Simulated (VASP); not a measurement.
# Tl (P6_3/mmc) in VASP: a series of runs

Tl is run at these levels: LDA, PBE; tasks: single point.

All numbers are computed with VASP 6.6.1; they aren't measurements. Logs are shortened: lines on timing, memory, paths and dates and some standing lists are left out, and cuts for length are marked.

### Step 1. The cell of the first run

It takes space group P6_3/mmc (No. 194, hexagonal). The conventional cell has a = 3.456 Å, b = 3.456 Å, c = 5.525 Å, α = 90.00°, β = 90.00°, γ = 120.00°. Tl (site symmetry -6m2) has 12 Tl at 3.41 to 3.46 Å within 4.5 Å.

### Step 2. Single point, LDA, non-collinear spin, zero start, spin-orbit coupling

INCAR

```
SYSTEM = Tl
  PREC = Accurate
  ENCUT = 520
  EDIFF = 1E-6
  ISMEAR = -1
  SIGMA = 0.05
  LREAL = .False.
  LASPH = .True.
  NELM = 150
  ALGO = Fast
  ISIF = 2
  LWAVE = .False.
  LCHARG = .False.
  MAGMOM = 0 0 0 0 0 0
  LORBIT = 11
  LSORBIT = .True.
  GGA_COMPAT = .False.
  LORBMOM = .True.
  GGA = CA
  NBANDS = 38
```

KPOINTS

```
Automatic mesh
0
Gamma
  7 7 4
  0 0 0
```

POSCAR

```
Tl
1.0
    3.4560000000      0.0000000000      0.0000000000
   -1.7280000000      2.9929837955      0.0000000000
    0.0000000000      0.0000000000      5.5250000000
Tl
2
Direct
    0.6666666667      0.3333333333      0.7500000000
    0.3333333333      0.6666666667      0.2500000000
```

Potentials or basis: VASP PAW LDA potentials, release 64 (Tl_d).

Launch:

```bash
cat potpaw_LDA.64/Tl_d/POTCAR > POTCAR
mpirun -np 1 vasp_ncl > vasp.out
```

OUTCAR:

```text
SYSTEM = Tl
   PREC = Accurate
   ENCUT = 520
   EDIFF = 1E-6
   ISMEAR = -1
   LREAL = .False.
   LASPH = .True.
   NELM = 150
   ISIF = 2
   LORBIT = 11
   LSORBIT = .True.
   GGA = CA

 ion  position               nearest neighbor table
   1  0.667  0.333  0.750-   2 3.41   2 3.41   2 3.41   2 3.41   2 3.41   2 3.41
   2  0.333  0.667  0.250-   1 3.41   1 3.41   1 3.41   1 3.41   1 3.41   1 3.41

  LATTYP: Found a hexagonal cell.
 ALAT       =     3.4560000000
 C/A-ratio  =     1.5986689815

  Lattice vectors:

 A1 = (   3.4560000000,   0.0000000000,   0.0000000000)
 A2 = (  -1.7280000000,   2.9929837955,   0.0000000000)
 A3 = (   0.0000000000,   0.0000000000,   5.5250000000)

Analysis of symmetry for initial positions (statically):
=====================================================================
 Subroutine PRICEL returns:
 Original cell was already a primitive cell.

 Routine SETGRP: Setting up the symmetry group for a
 hexagonal supercell.

 Subroutine GETGRP returns: Found 24 space group operations
 (whereof 12 operations were pure point group operations)
 out of a pool of 24 trial point group operations.

The static configuration has the point symmetry D_3d.
 The point group associated with its full space group is D_6h.

Analysis of symmetry for dynamics (positions and initial velocities):
=====================================================================
 Subroutine PRICEL returns:
 Original cell was already a primitive cell.

 Routine SETGRP: Setting up the symmetry group for a
 hexagonal supercell.

 Subroutine GETGRP returns: Found 24 space group operations
 (whereof 12 operations were pure point group operations)
 out of a pool of 24 trial point group operations.

The dynamic configuration has the point symmetry D_3d.
 The point group associated with its full space group is D_6h.

Analysis of structural, dynamic, and magnetic symmetry:
=====================================================================
 Subroutine PRICEL returns:
 Original cell was already a primitive cell.

 Routine SETGRP: Setting up the symmetry group for a
 hexagonal supercell.

 Subroutine GETGRP returns: Found 24 space group operations
 (whereof 12 operations were pure point group operations)
 out of a pool of 24 trial point group operations.

The overall configuration has the point symmetry D_3d.
 The point group associated with its full space group is D_6h.

 Subroutine INISYM returns: Found 24 space group operations
 (whereof 12 operations are pure point group operations),
 and found     1 'primitive' translations

----------------------------------------------------------------------------------------

                                     Primitive cell

  volume of cell :      57.1492

  direct lattice vectors                    reciprocal lattice vectors
     3.456000000  0.000000000  0.000000000     0.289351852  0.167057370  0.000000000
    -1.728000000  2.992983795  0.000000000     0.000000000  0.334114739  0.000000000
     0.000000000  0.000000000  5.525000000     0.000000000  0.000000000  0.180995475

  length of vectors
     3.456000000  3.456000000  5.525000000     0.334114739  0.334114739  0.180995475

  position of ions in fractional coordinates (direct lattice)
     0.666666667  0.333333333  0.750000000
     0.333333333  0.666666667  0.250000000

  ion indices of the primitive-cell ions
   primitive index   ion index
                 1           1
                 2           2

----------------------------------------------------------------------------------------

 KPOINTS: Automatic mesh

Automatic generation of k-mesh.
 Grid dimensions read from file:
 generate k-points for:    7    7    4

 Generating k-lattice:

[... 96 lines left out ...]
   NGX = 13   NGY = 13   NGZ = 21

 number of electron      26.0000004 magnetization       0.0000000      0.0000000      0.0000000

 number of electron      26.0000004 magnetization       0.0000000      0.0000000     -0.0000000

 number of electron      26.0000004 magnetization      -0.0000000     -0.0000000      0.0000000

 Free energy of the ion-electron system (eV)
  ---------------------------------------------------
  ext. energy  EPLUGINS =         0.00000000
  ---------------------------------------------------
  free energy    TOTEN  =        -6.41189549 eV

  energy without entropy =       -6.39719809  energy(sigma->0) =       -6.40454679

 E-fermi :   6.1777     XC(G=0): -10.5032

 val. band max:        6.0542470761   @ k =   0.1429   0.0000   0.2500
 cond. band min:       6.1853490720   @ k =   0.2857   0.1429   0.5000
 fundamental gap:      0.1311019958
 Fermi energy:         6.1776513640

 k-point     1 :       0.0000    0.0000    0.0000
  band No.  band energies     occupation
      1      -6.4514      1.00000
      2      -6.4514      1.00000
      3      -6.4356      1.00000
      4      -6.4356      1.00000
      5      -6.4236      1.00000
      6      -6.4236      1.00000
[... 973 lines left out ...]
     37      17.4674      0.00000
     38      17.4899      0.00000

------------------------ aborting loop because EDIFF is reached ----------------------------------------

  FORCE on cell =-STRESS in cart. coord.  units (eV):
  Direction    XX          YY          ZZ          XY          YZ          ZX
  --------------------------------------------------------------------------------------
  -------------------------------------------------------------------------------------
  Total       -0.8747481     -0.8747481     -0.4392922      0.0000000     -0.0000000      0.0000000
  in kB      -24.5235423    -24.5235423    -12.3155455      0.0000000     -0.0000000      0.0000000
  external PRESSURE =     -20.4542100 kB  Pullay stress =       0.0000000 kB

 VOLUME and BASIS-vectors are now :
 -----------------------------------------------------------------------------
  energy-cutoff  :      520.00
  volume of cell :       57.15
      direct lattice vectors                 reciprocal lattice vectors
     3.456000000  0.000000000  0.000000000     0.289351852  0.167057370  0.000000000
    -1.728000000  2.992983795  0.000000000     0.000000000  0.334114739  0.000000000
     0.000000000  0.000000000  5.525000000     0.000000000  0.000000000  0.180995475

 POSITION                                       TOTAL-FORCE (eV/Angst)
 -----------------------------------------------------------------------------------
      1.72800      0.99766      4.14375         0.000000      0.000000      0.000000
     -0.00000      1.99532      1.38125        -0.000000     -0.000000      0.000000
 -----------------------------------------------------------------------------------
    total drift:                               -0.000000      0.000000     -0.000000

  FREE ENERGIE OF THE ION-ELECTRON SYSTEM (eV)
  ---------------------------------------------------
  free  energy   TOTEN  =        -6.4118954906 eV

  energy  without entropy=       -6.3971980907  energy(sigma->0) =       -6.40454679

 orbital moment (x)

 # of ion     p       d       tot
 ----------------------------------------
  1        -0.000   0.000   0.000
  2        -0.000  -0.000  -0.000
 ----------------------------------------
           -0.000  -0.000  -0.000

 orbital moment (y)

 # of ion     p       d       tot
 ----------------------------------------
  1        -0.000   0.000  -0.000
  2        -0.000   0.000   0.000
 ----------------------------------------
           -0.000   0.000   0.000

 orbital moment (z)

 # of ion     p       d       tot
 ----------------------------------------
  1         0.000  -0.000  -0.000
  2         0.000  -0.000  -0.000
 ----------------------------------------
            0.000  -0.000  -0.000

 Spin-Orbit-Coupling matrix elements

 Ion:    1  E_soc:     -0.6430735
 l=   1
     0.0000000    -0.0569569    -0.0575826
    -0.0569569     0.0000000    -0.0569569
    -0.0575826    -0.0569569     0.0000000
 l=   2
     0.0000000    -0.0100260     0.0000000    -0.0100260    -0.0399662
    -0.0100260     0.0000000    -0.0299051    -0.0101599    -0.0100260
     0.0000000    -0.0299051     0.0000000    -0.0299051     0.0000000
    -0.0100260    -0.0101599    -0.0299051     0.0000000    -0.0100260
    -0.0399662    -0.0100260     0.0000000    -0.0100260     0.0000000
 l=   3
     0.0000000     0.0000000     0.0000000     0.0000000     0.0000000     0.0000000     0.0000000
     0.0000000     0.0000000     0.0000000     0.0000000     0.0000000     0.0000000     0.0000000
     0.0000000     0.0000000     0.0000000     0.0000000     0.0000000     0.0000000     0.0000000
     0.0000000     0.0000000     0.0000000     0.0000000     0.0000000     0.0000000     0.0000000
     0.0000000     0.0000000     0.0000000     0.0000000     0.0000000     0.0000000     0.0000000
     0.0000000     0.0000000     0.0000000     0.0000000     0.0000000     0.0000000     0.0000000
     0.0000000     0.0000000     0.0000000     0.0000000     0.0000000     0.0000000     0.0000000

 Ion:    2  E_soc:     -0.6430735
 l=   1
     0.0000000    -0.0569569    -0.0575826
    -0.0569569     0.0000000    -0.0569569
    -0.0575826    -0.0569569     0.0000000
 l=   2
     0.0000000    -0.0100260     0.0000000    -0.0100260    -0.0399662
    -0.0100260     0.0000000    -0.0299051    -0.0101599    -0.0100260
     0.0000000    -0.0299051     0.0000000    -0.0299051     0.0000000
    -0.0100260    -0.0101599    -0.0299051     0.0000000    -0.0100260
    -0.0399662    -0.0100260     0.0000000    -0.0100260     0.0000000
 l=   3
     0.0000000     0.0000000     0.0000000     0.0000000     0.0000000     0.0000000     0.0000000
     0.0000000     0.0000000     0.0000000     0.0000000     0.0000000     0.0000000     0.0000000
     0.0000000     0.0000000     0.0000000     0.0000000     0.0000000     0.0000000     0.0000000
     0.0000000     0.0000000     0.0000000     0.0000000     0.0000000     0.0000000     0.0000000
     0.0000000     0.0000000     0.0000000     0.0000000     0.0000000     0.0000000     0.0000000
     0.0000000     0.0000000     0.0000000     0.0000000     0.0000000     0.0000000     0.0000000
     0.0000000     0.0000000     0.0000000     0.0000000     0.0000000     0.0000000     0.0000000

 total charge

# of ion       s       p       d       tot
------------------------------------------
    1        1.179   0.406   9.633  11.218
    2        1.179   0.406   9.633  11.218
--------------------------------------------------
tot          2.358   0.813  19.266  22.436

 magnetization (x)

# of ion       s       p       d       tot
------------------------------------------
    1        0.000   0.000   0.000   0.000
    2        0.000   0.000   0.000   0.000
--------------------------------------------------
tot          0.000   0.000   0.000   0.000

 magnetization (y)

# of ion       s       p       d       tot
------------------------------------------
    1       -0.000   0.000   0.000   0.000
    2       -0.000  -0.000   0.000  -0.000
--------------------------------------------------
tot         -0.000   0.000   0.000  -0.000

 magnetization (z)

# of ion       s       p       d       tot
------------------------------------------
    1        0.000   0.000   0.000   0.000
    2        0.000   0.000   0.000   0.000
--------------------------------------------------
tot          0.000   0.000   0.000   0.000
```

Run time: 48 s. Hardware: 1 thread of Intel Xeon Platinum 8559C (Emerald Rapids), shared host; peak memory 0.27 GiB.

Results:

```yaml
Free_energy: -6.4119 eV
Pressure: -2.0 GPa
Net_moment: 0.00 μB per cell
Valence_electrons_inside_the_program's_atomic_spheres: Tl 11.22
```

Stress tensor (GPa, compression positive):
```
-2.45  0.00  0.00
 0.00 -2.45  0.00
 0.00  0.00 -1.23
```

Moments on the atoms (μB; x, y, z):
```
Tl  0.00 0.00 0.00
Tl  0.00 0.00 0.00
```

### Step 3. Single point, PBE

This run uses another cell than the first one, of 26.86 Å³/atom.

INCAR

```
PREC = Accurate
ENCUT = 520
EDIFF = 1E-6
ISMEAR = -1
SIGMA = 0.05
LREAL = F
LASPH = T
NELM = 60
ALGO = Normal
ISIF = 2
LWAVE = F
LCHARG = F
GGA = PE
NBANDS = 20
```

KPOINTS

```
Automatic mesh
0
Gamma
  9 9 5
```

POSCAR

```
Tl
1.0
    3.3854495917      0.0000000000      0.0000000000
   -1.6927247959      2.9318853497      0.0000000000
    0.0000000000      0.0000000000      5.4122132507
Tl
2
Direct
    0.6666666667      0.3333333333      0.7500000000
    0.3333333333      0.6666666667      0.2500000000
```

Potentials or basis: VASP PAW PBE potentials, release 64 (Tl_d).

Launch:

```bash
cat potpaw_PBE.64/Tl_d/POTCAR > POTCAR
mpirun -np 1 vasp_std > vasp.out
```

Run time: 12 s. Hardware: 1 thread of Intel Xeon 6975P-C (Granite Rapids), shared host; peak memory 0.18 GiB.

It converged, with:

| Item | Value |
| --- | --- |
| Free energy | -4.2776 eV |
| Pressure | 6.5 GPa |
| Band gap on the k mesh | zero (bands 13 and 14 overlap by 3.99 eV) |

Stress tensor (GPa, compression positive):
```
5.85 0.00 0.00
0.00 5.85 0.00
0.00 0.00 7.75
```

Levels at points of the mesh, in eV from the Fermi level:
```csv
k point,band 9,band 10,band 11,band 12,band 13,band 14,band 15,band 16,band 17,band 18
"(0.00, 0.00, 0.00)",-11.12,-11.12,-10.49,-5.08,-3.11,8.40,8.40,10.42,10.62,10.62
```

Caveat: the cell stands under pressure; spin-orbit coupling is left out, which moves the levels of the heavy elements.

(Part 1 of 2 ends here.)
